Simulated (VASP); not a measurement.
# CoO (R3m) in VASP: further runs, part 2 of 2

VASP 6.6.1. Earlier steps stand in the parts before.

**5. Single point, PBEsol, collinear spin, ferromagnetic start**

This run uses another cell than the first one, of 10.96 Å³/atom.

The input, INCAR:

```
PREC     = Accurate       # precision mode
ENCUT    = 600            # plane-wave cutoff, eV
EDIFF    = 1E-6           # SCF threshold, eV
ISMEAR   = -1             # smearing method
SIGMA    = 0.05           # smearing width, eV
LREAL    = False          # projectors in reciprocal space
LASPH    = True           # aspherical terms in the spheres
NELM     = 200            # most SCF steps
ALGO     = Normal         # electronic algorithm
ISIF     = 2              # what is computed and relaxed
LWAVE    = False          # write WAVECAR
LCHARG   = False          # write CHGCAR
ISPIN    = 2              # spin polarisation
MAGMOM   = 2 0            # initial moments
LORBIT   = 11             # projections on sites
LMAXMIX  = 4              # l up to which the mixer works
GGA      = PS             # functional
NBANDS   = 22             # bands
GGA_COMPAT= False
```

The input, KPOINTS:

```
regular mesh
0
Gamma
  10 10 10
```

The input, POSCAR:

```
CoO
1.0
    1.5805655677      0.9125399560      2.5317845992
   -1.5805655677      0.9125399560      2.5317845992
    0.0000000000     -1.8250799120      2.5317845992
Co O
1 1
Direct
    0.9989783200      0.9989783200      0.9989783200
    0.7510210300      0.7510210300      0.7510210300
```

Potentials or basis: VASP PAW PBE potentials, release 64 (Co_sv, O).

Run with:

```console
$ cat potpaw_PBE.64/Co_sv/POTCAR potpaw_PBE.64/O/POTCAR > POTCAR
$ mpirun -np 1 vasp_std > vasp.out
```

OUTCAR:

```text
PREC = Accurate
   ENCUT = 600
   EDIFF = 1E-6
   ISMEAR = -1
   LREAL = False
   LASPH = True
   NELM = 200
   ISIF = 2
   ISPIN = 2
   LORBIT = 11
   GGA = PS

 ion  position               nearest neighbor table
   1  0.999  0.999  0.999-   2 1.88   2 1.94   2 1.94   2 1.94
   2  0.751  0.751  0.751-   1 1.88   1 1.94   1 1.94   1 1.94

  LATTYP: Found a trigonal (rhomboedric) cell.
 ALAT       =     3.1210334734
 COS(alpha) =     0.4870699110

  Lattice vectors:

[... 1414 lines left out ...]
  in kB      -78.8164656    -78.8164656    -23.9523662      0.0000000      0.0000000      0.0000000
  external PRESSURE =     -60.5284325 kB  Pullay stress =       0.0000000 kB

 VOLUME and BASIS-vectors are now :
 -----------------------------------------------------------------------------
  energy-cutoff  :      600.00
  volume of cell :       21.91
      direct lattice vectors                 reciprocal lattice vectors
     1.580565568  0.912539956  2.531784599     0.316342460  0.182640404  0.131659436
    -1.580565568  0.912539956  2.531784599    -0.316342460  0.182640404  0.131659436
     0.000000000 -1.825079912  2.531784599     0.000000000 -0.365280809  0.131659436

 POSITION                                       TOTAL-FORCE (eV/Angst)
 -----------------------------------------------------------------------------------
      0.00000      0.00000      7.58759         0.000000      0.000000      0.250432
      0.00000      0.00000      5.70427         0.000000     -0.000000     -0.250432
 -----------------------------------------------------------------------------------
    total drift:                               -0.000000      0.000000     -0.000353

  FREE ENERGIE OF THE ION-ELECTRON SYSTEM (eV)
  ---------------------------------------------------
  free  energy   TOTEN  =       -14.3346796565 eV

  energy  without entropy=      -14.3123637563  energy(sigma->0) =      -14.32352171

 total charge

# of ion       s       p       d       tot
------------------------------------------
    1        2.173   6.098   6.695  14.966
    2        1.545   3.432   0.000   4.977
--------------------------------------------------
tot          3.718   9.530   6.695  19.942

 magnetization (x)

# of ion       s       p       d       tot
------------------------------------------
    1        0.011   0.022   2.128   2.160
    2        0.020   0.247   0.000   0.267
--------------------------------------------------
tot          0.032   0.268   2.128   2.427
```

Run time: 97 s. Hardware: 1 thread of AMD EPYC 9R45 (Zen 5), shared host; peak memory 0.21 GiB.

What came out:

```
Free energy                                           : -14.3347 eV
Pressure                                              : -6.1 GPa
Largest force                                         : 0.250 eV/Å
Net moment                                            : 2.56 μB per cell
Site moments                                          : Co +2.16; O +0.27 μB
Valence electrons inside the program's atomic spheres : Co 14.97; O 4.98
```

Forces on the atoms (eV/Å):
```
Co   0.000  0.000  0.250
O    0.000  0.000 -0.250
```

Stress tensor (GPa, compression positive):
```
-7.88  0.00  0.00
 0.00 -7.88  0.00
 0.00  0.00 -2.40
```

Caveat: the cell stands under tension; the PAW data sets were made with another functional, which shifts forces and pressure a little; a cell with one magnetic atom can't hold antiferromagnetic order, which such compounds often take; semilocal functionals often make such compounds metallic where correlation or magnetic order opens a gap, which also shifts bond lengths. With open d or f shells a metallic result of PBEsol can be an artefact of self-interaction; +U or a hybrid may open a gap.

**6. Single point, PBEsol, collinear spin, ferromagnetic start**

The input, INCAR:

```
PREC = Accurate ; ENCUT = 520
EDIFF = 1E-6 ; ISMEAR = -1
SIGMA = 0.05 ; LREAL = F
LASPH = T ; NELM = 150
ALGO = Normal ; ISIF = 2
LWAVE = F ; LCHARG = F
ISPIN = 2 ; MAGMOM = 1.71 0
LORBIT = 11 ; LMAXMIX = 4
GGA = PS ; NBANDS = 18
```

KPOINTS is that of step 5.

The input, POSCAR:

```
CoO
1.0
    1.6022198417      0.9250420569      2.5664708903
   -1.6022198417      0.9250420569      2.5664708903
    0.0000000000     -1.8500841138      2.5664708903
Co O
1 1
Direct
    0.9989783200      0.9989783200      0.9989783200
    0.7510210300      0.7510210300      0.7510210300
```

Potentials or basis: VASP PAW PBE potentials, release 64 (Co, O).

Run with:

```console
$ cat potpaw_PBE.64/Co/POTCAR potpaw_PBE.64/O/POTCAR > POTCAR
$ mpirun -np 1 vasp_std > vasp.out
```

It took 2 min on 1 thread of Intel Xeon 8259CL, shared host; peak memory 0.2 GiB.

Results (log left out):

```yaml
Free_energy: -14.2256 eV
Pressure: -8.1 GPa
Largest_force: 0.217 eV/Å
Net_moment: 2.76 μB per cell
Site_moments: Co +2.37; O +0.30 μB
Valence_electrons_inside_the_program's_atomic_spheres: Co 8.01; O 4.96
```

Forces in eV/Å, atoms in the order of the input:
```
Co   0.000  0.000  0.217
O    0.000  0.000 -0.217
```

Stress tensor (GPa, compression positive):
```
-9.78  0.00  0.00
 0.00 -9.78  0.00
 0.00  0.00 -4.88
```

Levels at points of the mesh, in eV from the Fermi level:
Spin up:
```
           k point  band 6  band 7  band 8  band 9  band 10  band 11  band 12  band 13
(0.00, 0.00, 0.00)   -2.30    0.08    0.27    0.27     0.43    13.89    13.89    14.47
(0.50, 0.00, 0.00)   -2.22   -2.22   -0.52   -0.47     5.62     6.87    13.44    13.79
(0.50, 0.50, 0.00)   -1.99   -1.82   -1.67   -1.59     5.13     9.86    10.96    14.04
(0.50, 0.50, 0.50)   -2.24   -2.24   -0.64   -0.64     5.58     7.18    13.34    13.34
```
Spin down:
| k point | band 2 | band 3 | band 4 | band 5 | band 6 | band 7 | band 8 | band 9 | band 10 | band 11 |
| --- | --- | --- | --- | --- | --- | --- | --- | --- | --- | --- |
| (0.00, 0.00, 0.00) | -5.06 | -4.98 | -4.98 | -0.45 | -0.45 | 0.56 | 2.50 | 2.50 | 2.59 | 14.36 |
| (0.50, 0.00, 0.00) | -6.55 | -4.81 | -4.78 | -0.25 | -0.24 | 0.14 | 1.65 | 1.68 | 6.08 | 7.59 |
| (0.50, 0.50, 0.00) | -6.59 | -4.53 | -4.49 | -0.94 | -0.07 | 0.08 | 0.78 | 0.86 | 6.08 | 10.53 |
| (0.50, 0.50, 0.50) | -6.52 | -4.73 | -4.73 | -0.22 | -0.22 | -0.01 | 1.52 | 1.52 | 6.03 | 7.94 |

Caveat: the cell stands under tension; the PAW data sets were made with another functional, which shifts forces and pressure a little; a cell with one magnetic atom can't hold antiferromagnetic order, which such compounds often take; semilocal functionals often make such compounds metallic where correlation or magnetic order opens a gap, which also shifts bond lengths. With open d or f shells a metallic result of PBEsol can be an artefact of self-interaction; +U or a hybrid may open a gap.

**7. The runs side by side**

```tsv
task	level	potentials or basis	fixed moment (μB)	cell	k mesh	cutoff (eV)	gap on the mesh (eV)	pressure (GPa)	moment (μB)	largest force (eV/Å)
relaxation of cell and atoms	PBEsol	VASP PAW PBE potentials, release 64 (Co, O)	-	relaxed from a = 3.164 Å, angles 60.9°, 2 atoms	10 × 10 × 10	600	none	0.0	1.77	-
single point	PBE	VASP PAW PBE potentials, release 64 (Co_sv, O)	4.0	a = 3.164 Å, angles 60.9°, 2 atoms	9 × 9 × 9	600	-	13.2	4.00	0.35
single point	PBEsol	VASP PAW PBE potentials, release 64 (Co_sv, O)	-	a = 3.143 Å, angles 60.9°, 2 atoms	10 × 10 × 10	600	none	-8.1	2.69	0.23
single point	PBEsol	VASP PAW PBE potentials, release 64 (Co_sv, O)	-	a = 3.121 Å, angles 60.9°, 2 atoms	10 × 10 × 10	600	none	-6.1	2.56	0.25
single point	PBEsol	VASP PAW PBE potentials, release 64 (Co, O)	-	a = 3.164 Å, angles 60.9°, 2 atoms	10 × 10 × 10	520	none	-8.1	2.76	0.22
```

Alike in all rows: spin collinear, ferromagnetic start; smearing fermi-dirac 0.05 eV.

Caveats: a cell with one magnetic atom can't hold antiferromagnetic order, which such compounds often take; the PAW data sets were made with another functional, which shifts forces and pressure a little (at least some runs); semilocal functionals often make such compounds metallic where correlation or magnetic order opens a gap, which also shifts bond lengths (at least some runs); the cell stands under tension (at least some runs); the cell stands under pressure (at least some runs); the total moment is fixed, so each spin has its own Fermi level (at least some runs).

Absolute energies hang on the potentials; compare differences alone.
